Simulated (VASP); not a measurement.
Set up this calculation in VASP 6.6.1, as the native input.

| Quantity | Value |
| --- | --- |
| Task | relaxation of cell and atoms |
| Functional | PBEsol |
| Potentials or basis | VASP PAW PBE potentials, release 64 (B, P) |
| Cutoff | 600 eV |
| k mesh | 8 × 8 × 8 |
| Occupations | gaussian, width 0.01 eV |
| Spin | no spin polarisation |
| Target pressure | 4 GPa |
| Dipole correction | no |
| Further INCAR settings | ALGO = Normal; EDIFF = 1e-07; IBRION = 2; EDIFFG = -0.002; NSW = 100; ISIF = 3 |

The structure of BP lies in POSCAR:

```
BP
1.0
    0.0000000000      2.2600703551      2.2600703551
    2.2600703551      0.0000000000      2.2600703551
    2.2600703551      2.2600703551      0.0000000000
B P
1 1
Direct
    0.0000000000      0.0000000000      0.0000000000
    0.7500000000      0.7500000000      0.7500000000
```

The input as run:

INCAR

```
PREC = Accurate
ENCUT = 600
EDIFF = 1E-7
ISMEAR = 0
SIGMA = 0.01
LREAL = F
LASPH = T
NELM = 100
ALGO = Normal
ISIF = 3
LWAVE = F
LCHARG = F
GGA = PS
IBRION = 2
NSW = 100
EDIFFG = -0.002
PSTRESS = 40.0
```

KPOINTS

```
regular mesh
0
Gamma
  8 8 8
```

Potentials or basis: VASP PAW PBE potentials, release 64 (B, P).

The run is started by

```sh
$ cat potpaw_PBE.64/B/POTCAR potpaw_PBE.64/P/POTCAR > POTCAR
$ mpirun -np 1 vasp_std > vasp.out
```

It gave:

```yaml
Relaxed_volume: 11.29 Å³/atom
Relaxed_cell: a = 3.173 Å, b = 3.173 Å, c = 3.173 Å, α = 60.00°, β = 60.00°, γ = 60.00°
Space_group_after_relaxing_to_0.05_Å: F-43m (No. 216)
Energy_change_on_relaxing_the_enthalpy_is_what_falls: +3.2 meV/atom
Ionic_steps: 3
Pressure_after_relaxing: 4.0 GPa
Band_gap_on_the_k_mesh: 1.12 eV, indirect (least direct gap 3.41 eV)
```

Caveat: the cell is relaxed towards a set pressure, so the enthalpy falls and the energy may rise; the PAW data sets were made with another functional, which shifts forces and pressure a little.

It took 27 s on 1 thread of Intel Xeon 8259CL, on a shared host, peak memory 0.15 GiB.
